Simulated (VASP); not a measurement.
Wanted: the native input for a VASP 6.6.1 run.

- Task: single point
- Functional: PBE
- Potentials or basis: VASP PAW PBE potentials, release 64 (Ti_sv, Br)
- Cutoff: 520 eV
- k mesh: 18 × 18 × 18
- Occupations: gaussian, width 0.1 eV
- Spin: collinear spin
- Starting moments: [1.63, 0.0] μB
- Dipole correction: no
- Further INCAR settings: ALGO = Normal; EDIFF = 1e-06; NBANDS = 20

The structure of TiBr lies in POSCAR:

```
TiBr
1.0
    0.0000000000      2.7187922916      2.7187922916
    2.7187922916      0.0000000000      2.7187922916
    2.7187922916      2.7187922916      0.0000000000
Ti Br
1 1
Direct
    0.5000000000      0.5000000000      0.5000000000
    0.0000000000      0.0000000000      0.0000000000
```

The cell was generated, and may not be a known phase.

These files were run (other wordings do the same):

INCAR

```
SYSTEM = TiBr
PREC = Accurate
ENCUT = 520
EDIFF = 1E-6
ISMEAR = 0
SIGMA = 0.1
LREAL = .FALSE.
LASPH = .TRUE.
NELM = 150
ALGO = Normal
ISIF = 2
LWAVE = .FALSE.
LCHARG = .FALSE.
ISPIN = 2
MAGMOM = 1.63 0
LORBIT = 11
LMAXMIX = 4
GGA = PE
NBANDS = 20
```

KPOINTS

```
regular mesh
0
G
  18 18 18
  0 0 0
```

Potentials or basis: VASP PAW PBE potentials, release 64 (Ti_sv, Br).

Command:

```bash
$ cat potpaw_PBE.64/Ti_sv/POTCAR potpaw_PBE.64/Br/POTCAR > POTCAR
$ mpirun -np 1 vasp_std > vasp.out
```

It gave:

```
Pressure                                              : 0.0 GPa
Net moment                                            : 1.66 μB per cell
Site moments                                          : Ti +1.27; Br +0.02 μB
Valence electrons inside the program's atomic spheres : Ti 10.27; Br 4.93
```

Run time: 8.7 min on 1 thread of Intel(R) Xeon(R) Platinum 8375C CPU @ 2.90GHz (Ice Lake), on a shared host, peak memory 0.36 GiB.
